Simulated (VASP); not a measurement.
# Mn in VASP: further runs, part 2 of 2

VASP 6.6.1. The steps go on from the part before.

## (3) Single point, PBEsol, collinear spin, ferromagnetic start

File INCAR:

```
PREC = Accurate
ENCUT = 500
EDIFF = 1E-6
ISMEAR = 1
SIGMA = 0.05
LREAL = F
LASPH = T
NELM = 200
ALGO = Normal
ISIF = 2
LWAVE = F
LCHARG = T
ISPIN = 2
MAGMOM = 4 4
LORBIT = 11
LMAXMIX = 4
GGA = PS
LELF = T
LVHAR = T
NBANDS = 24
GGA_COMPAT = F
```

File KPOINTS:

```
regular mesh
0
Gamma
  9 9 5
```

File POSCAR:

```
Mn
1.0
    2.4836457705      0.0000000000      0.0000000000
   -1.2418228853      2.1509003313      0.0000000000
    0.0000000000      0.0000000000      4.0261950000
Mn
2
Direct
    0.3406050000      0.6765870000      0.2463550000
    0.7231940000      0.3678500000      0.7501900000
```

Potentials or basis: VASP PAW PBE potentials, release 64 (Mn_pv).

On the command line:

```sh
cat potpaw_PBE.64/Mn_pv/POTCAR > POTCAR
mpirun -np 1 vasp_std > vasp.out
```

OUTCAR:

```text
PREC = Accurate
   ENCUT = 500
   EDIFF = 1E-6
   ISMEAR = 1
   LREAL = F
   LASPH = T
   NELM = 200
   ISIF = 2
   ISPIN = 2
   LORBIT = 11
   GGA = PS

 ion  position               nearest neighbor table
   1  0.341  0.677  0.246-   2 2.40   2 2.42   2 2.49   2 2.49   2 2.52   2 2.52
   2  0.723  0.368  0.750-   1 2.40   1 2.42   1 2.49   1 2.49   1 2.52   1 2.52

  LATTYP: Found a hexagonal cell.
 ALAT       =     2.4836457705
 C/A-ratio  =     1.6210826229

  Lattice vectors:

 A1 = (   2.4836457705,   0.0000000000,   0.0000000000)
 A2 = (  -1.2418228853,   2.1509003313,   0.0000000000)
 A3 = (   0.0000000000,   0.0000000000,   4.0261950000)

Analysis of symmetry for initial positions (statically):
=====================================================================
 Subroutine PRICEL returns:
 Original cell was already a primitive cell.

 Routine SETGRP: Setting up the symmetry group for a
 hexagonal supercell.

 Subroutine GETGRP returns: Found  2 space group operations
 (whereof  1 operations were pure point group operations)
 out of a pool of 24 trial point group operations.

The static configuration has the point symmetry C_1 .
 The point group associated with its full space group is S_2 .

Analysis of symmetry for dynamics (positions and initial velocities):
=====================================================================
 Subroutine PRICEL returns:
 Original cell was already a primitive cell.

 Routine SETGRP: Setting up the symmetry group for a
 hexagonal supercell.

 Subroutine GETGRP returns: Found  2 space group operations
 (whereof  1 operations were pure point group operations)
 out of a pool of 24 trial point group operations.

The dynamic configuration has the point symmetry C_1 .
 The point group associated with its full space group is S_2 .

Analysis of structural, dynamic, and magnetic symmetry:
=====================================================================
 Subroutine PRICEL returns:
 Original cell was already a primitive cell.

 Routine SETGRP: Setting up the symmetry group for a
 hexagonal supercell.

 Subroutine GETGRP returns: Found  2 space group operations
 (whereof  1 operations were pure point group operations)
 out of a pool of 24 trial point group operations.

The overall configuration has the point symmetry C_1 .
 The point group associated with its full space group is S_2 .

 Subroutine INISYM returns: Found  2 space group operations
 (whereof  1 operations are pure point group operations),
 and found     1 'primitive' translations

----------------------------------------------------------------------------------------

                                     Primitive cell

  volume of cell :      21.5082

  direct lattice vectors                    reciprocal lattice vectors
     2.483645770  0.000000000  0.000000000     0.402633907  0.232460795  0.000000000
    -1.241822885  2.150900331  0.000000000     0.000000000  0.464921589  0.000000000
     0.000000000  0.000000000  4.026195000     0.000000000  0.000000000  0.248373464

  length of vectors
     2.483645770  2.483645771  4.026195000     0.464921589  0.464921589  0.248373464

  position of ions in fractional coordinates (direct lattice)
     0.340605000  0.676587000  0.246355000
     0.723194000  0.367850000  0.750190000
[... 66 lines left out ...]
   NGXF,Y,Z  is equivalent  to a cutoff of  24.10, 24.10, 24.77 a.u.
 SYSTEM =  unknown system
   PREC   = accura    normal or accurate (medium, high low for compatibility)
   ISTART =      0    job   : 0-new  1-cont  2-samecut
   ICHARG =      2    charge: 1-file 2-atom 10-const
   ISPIN  =      2    spin polarized calculation?
   LNONCOLLINEAR =      F non collinear calculations
   LSORBIT =      F    spin-orbit coupling
   LASPH  =      T    aspherical Exc in radial PAW
   ENCUT  =  500.0 eV  36.75 Ry    6.06 a.u.   4.53  4.53  7.34*2*pi/ulx,y,z
   NELM   =    200;   NELMIN=  2; NELMDL= -5     # of ELM steps
   EDIFF  = 0.1E-05   stopping-criterion for ELM
   LREAL  =      F    real-space projection
   EDIFFG = 0.1E-04   stopping-criterion for IOM
   NSW    =      0    number of steps for IOM
   IBRION =     -1    ionic relax: 0-MD 1-quasi-New 2-CG
   NFREE  =      0    steps in history (QN), initial steepest desc. (CG)
   ISIF   =      2    stress and relaxation
   ISYM   =      2    0-nonsym 1-usesym 2-fastsym
   POTIM  = 0.5000    time-step for ionic-motion
   TEBEG  =    0.0;   TEEND  =   0.0 temperature during run
   PSTRESS=    0.0 pullay stress
   NELECT =      26.0000    total number of electrons
   NUPDOWN=      -1.0000    fix difference up-down
   EMIN   =  10.00;   EMAX   =-10.00  energy-range for DOS
   EFERMI =   0.00;   METHOD = LEGACY
   ISMEAR =     1;   SIGMA  =   0.05  broadening in eV -4-tet -1-fermi 0-gaus
   EFERMI_NEDOS =   21; number of points for ismear=-14 and -15
   IALGO  =     38    algorithm
   IMIX   =      4    mixing-type and parameters
     AMIX     =   0.40;   BMIX     =  1.00
     AMIX_MAG =   1.60;   BMIX_MAG =  1.00
  volume/ion in A,a.u.               =      10.75        72.57
  Fermi-wavevector in a.u.,A,eV,Ry     =   1.743938  3.295565 41.379665  3.041320
  Thomas-Fermi vector in A             =   2.815914
   LORBIT       =     11    0 simple, 1 ext, 2 COOP (PROOUT), +10 PAW based schemes
   GGA     = PS    functional components
   LHFCALC =     F    Hartree Fock is set to
   AEXX    =    0.0000 exact exchange contribution
   IVDW    =     0    specifies the selected vdW correction
   LEPSILON=     F    determine dielectric tensor
   LRPA    =     F    only Hartree local field effects (RPA)
 spin polarized calculation
 Methfessel and Paxton  Order N= 1 SIGMA  =   0.05
  energy-cutoff  :      500.00
  volume of cell :       21.51
 maximum number of plane-waves:       567
 NGX is ok and might be reduce to    18
   NGX =  9   NGY =  9   NGZ = 15

 number of electron      26.0000014 magnetization       1.1554221

 number of electron      26.0000014 magnetization      -0.0011672

 Free energy of the ion-electron system (eV)
  ---------------------------------------------------
  ext. energy  EPLUGINS =         0.00000000
  ---------------------------------------------------
  free energy    TOTEN  =       -19.36540118 eV

  energy without entropy =      -19.36486384  energy(sigma->0) =      -19.36522207

 E-fermi :  10.1668     XC(G=0): -14.1831

 val. band max:       10.1475132331   @ k =  -0.4444  -0.3333   0.4000
 cond. band min:      10.1670101864   @ k =   0.2222   0.3333  -0.4000
 fundamental gap:      0.0194969533
 Fermi energy:        10.1668073886

 spin component 1

 k-point     1 :       0.0000    0.0000    0.0000
  band No.  band energies     occupation
      1     -37.9510      1.00000
      2     -37.2802      1.00000
      3     -37.2585      1.00000
      4     -37.1853      1.00000
      5     -37.1616      1.00000
      6     -37.1476      1.00000
[... 637 lines left out ...]
     23      29.0774      0.00000
     24      31.1983      0.00000

 [... further k-points ...]

 spin component 2

 k-point     1 :       0.0000    0.0000    0.0000
  band No.  band energies     occupation
      1     -37.9514      1.00000
      2     -37.2808      1.00000
      3     -37.2591      1.00000
      4     -37.1859      1.00000
      5     -37.1621      1.00000
      6     -37.1481      1.00000
[... 637 lines left out ...]
     23      29.0771      0.00000
     24      31.1980      0.00000

 [... further k-points ...]
[... 5 lines left out ...]
  --------------------------------------------------------------------------------------
  -------------------------------------------------------------------------------------
  Total       -1.3725826     -1.4986152     -1.7488265      0.1109785      0.0151822      0.0260652
  in kB     -102.2455324   -111.6338643   -130.2724414      8.2669408      1.1309419      1.9416304
  external PRESSURE =    -114.7172794 kB  Pullay stress =       0.0000000 kB

 VOLUME and BASIS-vectors are now :
 -----------------------------------------------------------------------------
  energy-cutoff  :      500.00
  volume of cell :       21.51
      direct lattice vectors                 reciprocal lattice vectors
     2.483645770  0.000000000  0.000000000     0.402633907  0.232460795  0.000000000
    -1.241822885  2.150900331  0.000000000     0.000000000  0.464921589  0.000000000
     0.000000000  0.000000000  4.026195000     0.000000000  0.000000000  0.248373464

 POSITION                                       TOTAL-FORCE (eV/Angst)
 -----------------------------------------------------------------------------------
      0.00574      1.45527      0.99187         0.164965      0.095167      0.027782
      1.33935      0.79121      3.02041        -0.164965     -0.095167     -0.027782
 -----------------------------------------------------------------------------------
    total drift:                               -0.000023      0.000327      0.000007

  FREE ENERGIE OF THE ION-ELECTRON SYSTEM (eV)
  ---------------------------------------------------
  free  energy   TOTEN  =       -19.3654011787 eV

  energy  without entropy=      -19.3648638402  energy(sigma->0) =      -19.36522207

 total charge

# of ion       s       p       d       tot
------------------------------------------
    1        0.430   6.405   5.156  11.991
    2        0.430   6.405   5.156  11.991
--------------------------------------------------
tot          0.859  12.811  10.312  23.982

 magnetization (x)

# of ion       s       p       d       tot
------------------------------------------
    1        0.000  -0.000  -0.000  -0.000
    2        0.000  -0.000  -0.000  -0.000
--------------------------------------------------
tot          0.000  -0.000  -0.001  -0.001
```

stdout:

```text
POSCAR found type information on POSCAR Mn
 POSCAR found :  1 types and       2 ions
 scaLAPACK will be used
 -----------------------------------------------------------------------------
|                                                                             |
|                                                                             |
|     You enforced a specific xc type in the INCAR file but a different       |
|     I HOPE YOU KNOW WHAT YOU ARE DOING!                                     |
|                                                                             |
 -----------------------------------------------------------------------------

 LDA part: xc-table for (Slater+PW92), standard interpolation
 POSCAR, INCAR and KPOINTS ok, starting setup
 FFT: planning ... GRIDC
 FFT: planning ... GRID_SOFT
 FFT: planning ... GRID
 WAVECAR not read
 entering main loop
```

It took 3.1 min on 1 thread of AMD EPYC 9755, shared host; peak memory 0.2 GiB.

Results:

| Item | Value |
| --- | --- |
| Free energy | -19.3654 eV |
| Pressure | -11.5 GPa |
| Largest force | 0.192 eV/Å |
| Band gap on the k mesh | zero (filled and empty bands overlap) |
| Net moment | 0.00 μB per cell |
| Valence electrons inside the program's atomic spheres | Mn 11.99 |

Forces on the atoms (eV/Å):
```
Mn   0.165  0.095  0.028
Mn  -0.165 -0.095 -0.028
```

Caveat: the cell stands under tension; the moments typed at the start vanished in this run; the PAW data sets were made with another functional, which shifts forces and pressure a little.

## (4) Single point, PBEsol, collinear spin, ferromagnetic start

File INCAR:

```
PREC     = Accurate       # precision mode
ENCUT    = 500            # plane-wave cutoff, eV
EDIFF    = 1E-6           # SCF threshold, eV
ISMEAR   = 1              # smearing method
SIGMA    = 0.025          # smearing width, eV
LREAL    = False          # projectors in reciprocal space
LASPH    = True           # aspherical terms in the spheres
NELM     = 200            # most SCF steps
ALGO     = Normal         # electronic algorithm
ISIF     = 2              # what is computed and relaxed
LWAVE    = False          # write WAVECAR
LCHARG   = False          # write CHGCAR
ISPIN    = 2              # spin polarisation
MAGMOM   = 4 4            # initial moments
LORBIT   = 11             # projections on sites
LMAXMIX  = 4              # l up to which the mixer works
GGA      = PS             # functional
NBANDS   = 24             # bands
GGA_COMPAT= False
```

File KPOINTS:

```
Automatic mesh
0
Gamma
  9 9 5
```

POSCAR is that of step 3.

Potentials or basis: VASP PAW PBE potentials, release 64 (Mn_pv).

On the command line:

```sh
cat potpaw_PBE.64/Mn_pv/POTCAR > POTCAR
mpirun -np 1 vasp_std > vasp.out
```

OUTCAR:

```text
PREC = Accurate
   ENCUT = 500
   EDIFF = 1E-6
   ISMEAR = 1
   LREAL = False
   LASPH = True
   NELM = 200
   ISIF = 2
   ISPIN = 2
   LORBIT = 11
   GGA = PS

 ion  position               nearest neighbor table
   1  0.341  0.677  0.246-   2 2.40   2 2.42   2 2.49   2 2.49   2 2.52   2 2.52
   2  0.723  0.368  0.750-   1 2.40   1 2.42   1 2.49   1 2.49   1 2.52   1 2.52

  LATTYP: Found a hexagonal cell.
 ALAT       =     2.4836457705
 C/A-ratio  =     1.6210826229

  Lattice vectors:

 A1 = (   2.4836457705,   0.0000000000,   0.0000000000)
 A2 = (  -1.2418228853,   2.1509003313,   0.0000000000)
[... 1516 lines left out ...]

 VOLUME and BASIS-vectors are now :
 -----------------------------------------------------------------------------
  energy-cutoff  :      500.00
  volume of cell :       21.51
      direct lattice vectors                 reciprocal lattice vectors
     2.483645770  0.000000000  0.000000000     0.402633907  0.232460795  0.000000000
    -1.241822885  2.150900331  0.000000000     0.000000000  0.464921589  0.000000000
     0.000000000  0.000000000  4.026195000     0.000000000  0.000000000  0.248373464

 POSITION                                       TOTAL-FORCE (eV/Angst)
 -----------------------------------------------------------------------------------
      0.00574      1.45527      0.99187         0.165107      0.095430      0.021351
      1.33935      0.79121      3.02041        -0.165107     -0.095430     -0.021351
 -----------------------------------------------------------------------------------
    total drift:                               -0.000023      0.000327      0.000007

  FREE ENERGIE OF THE ION-ELECTRON SYSTEM (eV)
  ---------------------------------------------------
  free  energy   TOTEN  =       -19.3651530765 eV

  energy  without entropy=      -19.3649801362  energy(sigma->0) =      -19.36509543

 total charge

# of ion       s       p       d       tot
------------------------------------------
    1        0.430   6.405   5.156  11.991
    2        0.430   6.405   5.156  11.991
--------------------------------------------------
tot          0.859  12.811  10.312  23.982

 magnetization (x)

# of ion       s       p       d       tot
------------------------------------------
    1       -0.000  -0.001  -0.012  -0.014
    2       -0.000  -0.001  -0.012  -0.014
--------------------------------------------------
tot         -0.000  -0.003  -0.024  -0.027
```

OSZICAR:

```text
N       E                     dE             d eps       ncg     rms          rms(c)
DAV:   1     0.244144719790E+03    0.24414E+03   -0.14623E+04 19968   0.151E+03
DAV:   2    -0.975312140499E+01   -0.25390E+03   -0.24241E+03 19920   0.396E+02
DAV:   3    -0.193929520055E+02   -0.96398E+01   -0.95842E+01 21688   0.872E+01
DAV:   4    -0.194695086724E+02   -0.76557E-01   -0.76551E-01 21392   0.770E+00
DAV:   5    -0.194706298480E+02   -0.11212E-02   -0.11212E-02 22048   0.944E-01    0.269E+01
DAV:   6    -0.188128267809E+02    0.65780E+00   -0.69852E+00 20416   0.374E+01    0.670E+00
DAV:   7    -0.192335500021E+02   -0.42072E+00   -0.28417E-01 21152   0.505E+00    0.484E+00
DAV:   8    -0.193154941683E+02   -0.81944E-01   -0.19372E-02 21120   0.168E+00    0.240E+00
DAV:   9    -0.193602223663E+02   -0.44728E-01   -0.48217E-02 22096   0.231E+00    0.105E+00
DAV:  10    -0.193649880051E+02   -0.47656E-02   -0.97362E-03 21552   0.106E+00    0.222E-01
DAV:  11    -0.193651183414E+02   -0.13034E-03   -0.46221E-04 21632   0.192E-01    0.107E-01
DAV:  12    -0.193651409504E+02   -0.22609E-04   -0.38440E-05 21360   0.541E-02    0.402E-02
DAV:  13    -0.193651488132E+02   -0.78628E-05   -0.66383E-06 20552   0.215E-02    0.150E-02
DAV:  14    -0.193651511447E+02   -0.23316E-05   -0.26918E-06 11992   0.127E-02    0.715E-03
DAV:  15    -0.193651523721E+02   -0.12273E-05   -0.10266E-06 10512   0.731E-03    0.548E-03
DAV:  16    -0.193651530765E+02   -0.70446E-06   -0.37486E-07 10176   0.442E-03
   1 F= -.19365153E+02 E0= -.19365095E+02  d E =-.172940E-03  mag=    -0.0232
```

Run time: 2.4 min. Hardware: 1 thread of AMD EPYC 9755, shared host; peak memory 0.2 GiB.

Results:

```yaml
Free_energy: -19.3652 eV
Pressure: -11.5 GPa
Largest_force: 0.192 eV/Å
Band_gap_on_the_k_mesh: zero (filled and empty bands overlap)
Net_moment: -0.03 μB per cell
Valence_electrons_inside_the_program's_atomic_spheres: Mn 11.99
```

Forces on the atoms (eV/Å):
```
Mn   0.165  0.095  0.021
Mn  -0.165 -0.095 -0.021
```

Caveat: the cell stands under tension; the moments typed at the start vanished in this run; the PAW data sets were made with another functional, which shifts forces and pressure a little.

## (5) Single point, PBEsol, collinear spin, ferromagnetic start

File INCAR:

```
SYSTEM = Mn
PREC     = Accurate       ! precision mode
ENCUT    = 500            ! plane-wave cutoff, eV
EDIFF    = 1E-6           ! SCF threshold, eV
ISMEAR   = 1              ! smearing method
SIGMA    = 0.01           ! smearing width, eV
LREAL    = .False.        ! projectors in reciprocal space
LASPH    = .True.         ! aspherical terms in the spheres
NELM     = 200            ! most SCF steps
ALGO     = Normal         ! electronic algorithm
ISIF     = 2              ! what is computed and relaxed
LWAVE    = .False.        ! write WAVECAR
LCHARG   = .True.         ! write CHGCAR
ISPIN    = 2              ! spin polarisation
MAGMOM   = 4 4            ! initial moments
LORBIT   = 11             ! projections on sites
LMAXMIX  = 4              ! l up to which the mixer works
GGA      = PS             ! functional
LELF     = .True.         ! ELF
LVHAR    = .True.       
NBANDS   = 24             ! bands
GGA_COMPAT= .False.
```

File KPOINTS:

```
regular mesh
0
Gamma
  9 9 5
  0 0 0
```

POSCAR is that of step 4.

On the command line:

```sh
cat potpaw_PBE.64/Mn_pv/POTCAR > POTCAR
mpirun -np 1 vasp_std > vasp.out
```

Run time: 4.3 min. Hardware: 1 thread of AMD EPYC 9755, shared host; peak memory 0.21 GiB.

Results (log left out):

```yaml
Free_energy: -19.3651 eV
Pressure: -11.6 GPa
Largest_force: 0.192 eV/Å
Net_moment: -0.06 μB per cell
Site_moments: Mn -0.03 μB
Valence_electrons_inside_the_program's_atomic_spheres: Mn 11.99
```

Forces in eV/Å, atoms in the order of the input:
```
Mn   0.166  0.096  0.022
Mn  -0.166 -0.096 -0.022
```

Stress tensor (GPa, compression positive):
```
-10.37   0.82   0.20
  0.82 -11.29   0.12
  0.20   0.12 -13.25
```

Levels at points of the mesh, in eV from the Fermi level:
Spin up:
```csv
k point,band 9,band 10,band 11,band 12,band 13,band 14,band 15,band 16,band 17,band 18
"(0.00, 0.00, 0.00)",-1.03,-0.95,-0.85,-0.52,-0.32,-0.10,0.30,0.74,1.40,1.84
```
Spin down:
| k point | band 10 | band 11 | band 12 | band 13 | band 14 | band 15 | band 16 | band 17 |
| --- | --- | --- | --- | --- | --- | --- | --- | --- |
| (0.00, 0.00, 0.00) | -0.98 | -0.87 | -0.54 | -0.35 | -0.13 | 0.28 | 0.73 | 1.37 |

Caveat: the cell stands under tension; the moments typed at the start vanished in this run; the PAW data sets were made with another functional, which shifts forces and pressure a little.

The gap in the log of VASP goes by the Fermi energy; the results here count the filled bands.